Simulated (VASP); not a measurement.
# Y3VCo (Pm-3m) in VASP: further runs

Y3VCo is run at these levels: PBE; tasks: single point, relaxation of cell and atoms.

Everything below comes from runs of VASP 6.6.1. Logs are shortened: lines on timing, memory, paths and dates and some standing lists are left out, and cuts for length are marked.

## (1) The cell of the first run

The structure is cubic, space group Pm-3m (No. 221). The conventional cell has a = 4.606 Å, b = 4.606 Å, c = 4.606 Å, α = 90.00°, β = 90.00°, γ = 90.00°. Within 3.0 Å of Y (site symmetry 4/mmm) lie 2 Co at 2.30 Å. V (site symmetry m-3m) has 12 Y at 3.26 Å and 8 Co at 3.99 Å within 4.3 Å. Co (site symmetry m-3m) has 6 Y at 2.30 Å within 3.0 Å.

## (2) Single point, PBE, collinear spin, ferromagnetic start

Input file INCAR:

```
SYSTEM = Y3VCo
PREC = Accurate ; ENCUT = 520
EDIFF = 1E-7 ; ISMEAR = 0
SIGMA = 0.1 ; LREAL = .FALSE.
LASPH = .TRUE. ; NELM = 150
ALGO = Fast ; ISIF = 2
LWAVE = .FALSE. ; LCHARG = .FALSE.
ISPIN = 2 ; MAGMOM = 0 0 0 2 3
LORBIT = 11 ; LMAXMIX = 4
GGA = PE ; NBANDS = 40
```

Input file KPOINTS:

```
Automatic mesh
0
G
  4 4 4
  0 0 0
```

Input file POSCAR:

```
Y3VCo
1.0
    4.6057928454      0.0000000000      0.0000000000
    0.0000000000      4.6057928454      0.0000000000
    0.0000000000      0.0000000000      4.6057928454
Y V Co
3 1 1
Direct
    0.0000000000      0.5000000000      0.5000000000
    0.5000000000      0.0000000000      0.5000000000
    0.5000000000      0.5000000000      0.0000000000
    0.0000000000      0.0000000000      0.0000000000
    0.5000000000      0.5000000000      0.5000000000
```

Potentials or basis: VASP PAW PBE potentials, release 64 (Y_sv, V_sv, Co).

On the command line:

```bash
$ cat potpaw_PBE.64/Y_sv/POTCAR potpaw_PBE.64/V_sv/POTCAR potpaw_PBE.64/Co/POTCAR > POTCAR
$ mpirun -np 1 vasp_std > vasp.out
```

OUTCAR:

```text
SYSTEM = Y3VCo
   PREC = Accurate
   ENCUT = 520
   EDIFF = 1E-7
   ISMEAR = 0
   LREAL = .FALSE.
   LASPH = .TRUE.
   NELM = 150
   ISIF = 2
   ISPIN = 2
   LORBIT = 11
   GGA = PE

 ion  position               nearest neighbor table
   1  0.000  0.500  0.500-   5 2.30   5 2.30   4 3.26   2 3.26   3 3.26   4 3.26   2 3.26   4 3.26
                             4 3.26   2 3.26   3 3.26   3 3.26   3 3.26   2 3.26
   2  0.500  0.000  0.500-   5 2.30   5 2.30   4 3.26   1 3.26   3 3.26   4 3.26   1 3.26   3 3.26
                             3 3.26   3 3.26   1 3.26   4 3.26   4 3.26   1 3.26
   3  0.500  0.500  0.000-   5 2.30   5 2.30   4 3.26   1 3.26   1 3.26   2 3.26   2 3.26   2 3.26
                             4 3.26   2 3.26   1 3.26   4 3.26   1 3.26   4 3.26
   4  0.000  0.000  0.000-   1 3.26   2 3.26   3 3.26   1 3.26   2 3.26   1 3.26   3 3.26   1 3.26
                             2 3.26   3 3.26   2 3.26   3 3.26
   5  0.500  0.500  0.500-   1 2.30   2 2.30   3 2.30   3 2.30   2 2.30   1 2.30

  LATTYP: Found a simple cubic cell.
 ALAT       =     4.6057928454

  Lattice vectors:

 A1 = (   4.6057928454,   0.0000000000,   0.0000000000)
 A2 = (   0.0000000000,   4.6057928454,   0.0000000000)
 A3 = (   0.0000000000,   0.0000000000,   4.6057928454)

Analysis of symmetry for initial positions (statically):
=====================================================================
 Subroutine PRICEL returns:
 Original cell was already a primitive cell.

 Routine SETGRP: Setting up the symmetry group for a
 simple cubic supercell.

 Subroutine GETGRP returns: Found 48 space group operations
 (whereof 48 operations were pure point group operations)
 out of a pool of 48 trial point group operations.

The static configuration has the point symmetry O_h .

Analysis of symmetry for dynamics (positions and initial velocities):
=====================================================================
 Subroutine PRICEL returns:
 Original cell was already a primitive cell.

 Routine SETGRP: Setting up the symmetry group for a
 simple cubic supercell.

 Subroutine GETGRP returns: Found 48 space group operations
 (whereof 48 operations were pure point group operations)
 out of a pool of 48 trial point group operations.

The dynamic configuration has the point symmetry O_h .

Analysis of structural, dynamic, and magnetic symmetry:
=====================================================================
 Subroutine PRICEL returns:
 Original cell was already a primitive cell.

 Routine SETGRP: Setting up the symmetry group for a
 simple cubic supercell.

 Subroutine GETGRP returns: Found 48 space group operations
 (whereof 48 operations were pure point group operations)
 out of a pool of 48 trial point group operations.

The overall configuration has the point symmetry O_h .

 Subroutine INISYM returns: Found 48 space group operations
 (whereof 48 operations are pure point group operations),
 and found     1 'primitive' translations

----------------------------------------------------------------------------------------

                                     Primitive cell

  volume of cell :      97.7042

  direct lattice vectors                    reciprocal lattice vectors
     4.605792845  0.000000000  0.000000000     0.217117885  0.000000000  0.000000000
     0.000000000  4.605792845  0.000000000     0.000000000  0.217117885  0.000000000
     0.000000000  0.000000000  4.605792845     0.000000000  0.000000000  0.217117885

  length of vectors
     4.605792845  4.605792845  4.605792845     0.217117885  0.217117885  0.217117885

  position of ions in fractional coordinates (direct lattice)
     0.000000000  0.500000000  0.500000000
     0.500000000  0.000000000  0.500000000
     0.500000000  0.500000000  0.000000000
     0.000000000  0.000000000  0.000000000
     0.500000000  0.500000000  0.500000000

  ion indices of the primitive-cell ions
   primitive index   ion index
[... 38 lines left out ...]
  0.500000  0.250000  0.000000     12.000000
  0.500000  0.500000  0.000000      3.000000
  0.250000  0.250000  0.250000      8.000000
  0.500000  0.250000  0.250000     12.000000
  0.500000  0.500000  0.250000      6.000000
  0.500000  0.500000  0.500000      1.000000
   k-points           NKPTS =     10   k-points in BZ     NKDIM =     10   number of bands    NBANDS=     40
   number of dos      NEDOS =    301   number of ions     NIONS =      5
   total plane-waves  NPLWV =  46656
   dimension x,y,z NGX =    36 NGY =   36 NGZ =   36
   dimension x,y,z NGXF=    72 NGYF=   72 NGZF=   72
   ions per type =               3   1   1
   NGX,Y,Z   is equivalent  to a cutoff of  12.99, 12.99, 12.99 a.u.
   NGXF,Y,Z  is equivalent  to a cutoff of  25.99, 25.99, 25.99 a.u.
 SYSTEM =  Y3VCo
   PREC   = accura    normal or accurate (medium, high low for compatibility)
   ISTART =      0    job   : 0-new  1-cont  2-samecut
   ICHARG =      2    charge: 1-file 2-atom 10-const
   ISPIN  =      2    spin polarized calculation?
   LNONCOLLINEAR =      F non collinear calculations
   LSORBIT =      F    spin-orbit coupling
   LASPH  =      T    aspherical Exc in radial PAW
   ENCUT  =  520.0 eV  38.22 Ry    6.18 a.u.   8.56  8.56  8.56*2*pi/ulx,y,z
   NELM   =    150;   NELMIN=  2; NELMDL= -5     # of ELM steps
   EDIFF  = 0.1E-06   stopping-criterion for ELM
   LREAL  =      F    real-space projection
   EDIFFG = 0.1E-05   stopping-criterion for IOM
   NSW    =      0    number of steps for IOM
   IBRION =     -1    ionic relax: 0-MD 1-quasi-New 2-CG
   NFREE  =      0    steps in history (QN), initial steepest desc. (CG)
   ISIF   =      2    stress and relaxation
   ISYM   =      2    0-nonsym 1-usesym 2-fastsym
   POTIM  = 0.5000    time-step for ionic-motion
   TEBEG  =    0.0;   TEEND  =   0.0 temperature during run
   PSTRESS=    0.0 pullay stress
   NELECT =      55.0000    total number of electrons
   NUPDOWN=      -1.0000    fix difference up-down
   EMIN   =  10.00;   EMAX   =-10.00  energy-range for DOS
   EFERMI =   0.00;   METHOD = LEGACY
   ISMEAR =     0;   SIGMA  =   0.10  broadening in eV -4-tet -1-fermi 0-gaus
   EFERMI_NEDOS =   21; number of points for ismear=-14 and -15
   IALGO  =     68    algorithm
   IMIX   =      4    mixing-type and parameters
     AMIX     =   0.40;   BMIX     =  1.00
     AMIX_MAG =   1.60;   BMIX_MAG =  1.00
  volume/ion in A,a.u.               =      19.54       131.87
  Fermi-wavevector in a.u.,A,eV,Ry     =   1.351734  2.554407 24.860369  1.827186
  Thomas-Fermi vector in A             =   2.479131
   LORBIT       =     11    0 simple, 1 ext, 2 COOP (PROOUT), +10 PAW based schemes
   GGA     = PE    functional components
   LHFCALC =     F    Hartree Fock is set to
   AEXX    =    0.0000 exact exchange contribution
   IVDW    =     0    specifies the selected vdW correction
   LEPSILON=     F    determine dielectric tensor
   LRPA    =     F    only Hartree local field effects (RPA)
 spin polarized calculation
 RMM-DIIS sequential band-by-band and
 Gauss-broadening in eV      SIGMA  =   0.10
  energy-cutoff  :      520.00
  volume of cell :       97.70
 maximum number of plane-waves:      2666
 NGX is ok and might be reduce to    36
   NGX = 17   NGY = 17   NGZ = 17

 number of electron      55.0000011 magnetization       0.0003445

 number of electron      55.0000011 magnetization      -0.0002567

 Free energy of the ion-electron system (eV)
  ---------------------------------------------------
  ext. energy  EPLUGINS =         0.00000000
  ---------------------------------------------------
  free energy    TOTEN  =       -30.16717286 eV

  energy without entropy =      -30.11927052  energy(sigma->0) =      -30.14322169

 E-fermi :   5.8194     XC(G=0): -11.1508

 val. band max:        5.7975885639   @ k =   0.5000   0.5000   0.0000
 cond. band min:       5.8320505803   @ k =   0.5000   0.2500   0.2500
 fundamental gap:      0.0344620164
 Fermi energy:         5.8194027247

 spin component 1

 k-point     1 :       0.0000    0.0000    0.0000
  band No.  band energies     occupation
      1     -58.1276      1.00000
      2     -35.9813      1.00000
      3     -35.7606      1.00000
      4     -35.7606      1.00000
      5     -31.9830      1.00000
      6     -31.9830      1.00000
[... 409 lines left out ...]
     38       9.8151      0.00000
     39       9.8151      0.00000
 Fermi energy:         5.8194027247

 spin component 2

 k-point     1 :       0.0000    0.0000    0.0000
  band No.  band energies     occupation
      1     -58.1278      1.00000
      2     -35.9813      1.00000
      3     -35.7606      1.00000
      4     -35.7606      1.00000
      5     -31.9831      1.00000
      6     -31.9831      1.00000
[... 409 lines left out ...]
     38       9.8150      0.00000
     39       9.8150      0.00000
 [bands above 39 left out]

------------------------ aborting loop because EDIFF is reached ----------------------------------------

  FORCE on cell =-STRESS in cart. coord.  units (eV):
  Direction    XX          YY          ZZ          XY          YZ          ZX
  --------------------------------------------------------------------------------------
  -------------------------------------------------------------------------------------
  Total       17.1586235     17.1586235     17.1586235      0.0000000      0.0000000     -0.0000000
  in kB      281.3713180    281.3713180    281.3713180      0.0000000      0.0000000     -0.0000000
  external PRESSURE =     281.3713180 kB  Pullay stress =       0.0000000 kB

 VOLUME and BASIS-vectors are now :
 -----------------------------------------------------------------------------
  energy-cutoff  :      520.00
  volume of cell :       97.70
      direct lattice vectors                 reciprocal lattice vectors
     4.605792845  0.000000000  0.000000000     0.217117885  0.000000000  0.000000000
     0.000000000  4.605792845  0.000000000     0.000000000  0.217117885  0.000000000
     0.000000000  0.000000000  4.605792845     0.000000000  0.000000000  0.217117885

 POSITION                                       TOTAL-FORCE (eV/Angst)
 -----------------------------------------------------------------------------------
      0.00000      2.30290      2.30290         0.000000      0.000000      0.000000
      2.30290      0.00000      2.30290         0.000000      0.000000      0.000000
      2.30290      2.30290      0.00000         0.000000      0.000000      0.000000
      0.00000      0.00000      0.00000         0.000000      0.000000      0.000000
      2.30290      2.30290      2.30290         0.000000      0.000000      0.000000
 -----------------------------------------------------------------------------------
    total drift:                                0.000000      0.000000      0.000000

  FREE ENERGIE OF THE ION-ELECTRON SYSTEM (eV)
  ---------------------------------------------------
  free  energy   TOTEN  =       -30.1671728615 eV

  energy  without entropy=      -30.1192705221  energy(sigma->0) =      -30.14322169

 total charge

# of ion       s       p       d       f       tot
--------------------------------------------------
    1        2.348   6.442   1.488   0.093  10.372
    2        2.348   6.442   1.488   0.093  10.372
    3        2.348   6.442   1.488   0.093  10.372
    4        2.296   6.071   2.988   0.000  11.355
    5        0.731   0.430   7.933   0.000   9.095
--------------------------------------------------
tot         10.072  25.828  15.387   0.278  51.566

 magnetization (x)

# of ion       s       p       d       f       tot
--------------------------------------------------
    1       -0.000  -0.000  -0.000  -0.000  -0.000
    2       -0.000  -0.000  -0.000  -0.000  -0.000
    3       -0.000  -0.000  -0.000  -0.000  -0.000
    4       -0.000  -0.000  -0.000   0.000  -0.000
    5        0.000  -0.000  -0.000   0.000  -0.000
--------------------------------------------------
tot         -0.000  -0.000  -0.000  -0.000  -0.000
```

Run time: 4.2 min. Hardware: 1 thread of Oxide Virtual Turin-like, shared host; peak memory 0.25 GiB.

What came out:

| Quantity | Value |
| --- | --- |
| Free energy | -30.1672 eV |
| Pressure | 28.1 GPa |
| Net moment | 0.00 μB per cell |
| Valence electrons inside the program's atomic spheres | Y 10.37; V 11.36; Co 9.10 |

Caveat: the cell stands under pressure; the moments typed at the start vanished in this run.

[end of part 1 of 2]
